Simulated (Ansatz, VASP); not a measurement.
# One calculation of WS2, two programs

```xyz
6
Lattice="3.1595 0.0000 0.0000 -1.5798 2.7362 0.0000 0.0000 0.0000 23.8043" Properties=species:S:1:pos:R:3 pbc="T T T"
S     0.0000    1.8242    4.5000
S     0.0000    1.8242    7.6521
S     0.0000    1.8242   11.7921
S     0.0000    1.8242   14.9443
W     1.5798    0.9121    6.0761
W     1.5798    0.9121   13.3682
```

Alike in both runs: task single point; functional PBE; dispersion D3(BJ); k mesh 9 × 9 × 1; occupations gaussian, width 0.05 eV; no spin polarisation.

```csv
,VASP,Ansatz
version,VASP 6.6.1,Ansatz 0.2.0
potentials or method,"VASP PAW PBE potentials, release 64 (S, W_sv), cutoff 520 eV","scalar-relativistic, plane waves, PAW"
valence electrons in the cell,52,52
```

Ansatz gave:

```
gap on the k mesh at the Fermi level (eV) : 1.90
least direct gap on the mesh (eV)         : 1.91
rms of the force components (eV/Å)        : 0.020
```

Q: Which values does VASP return?

A: gap on the k mesh at the Fermi level (eV): 1.91; least direct gap on the mesh (eV): 1.91; rms of the force components (eV/Å): 0.021.

Neither program's run includes spin-orbit coupling.
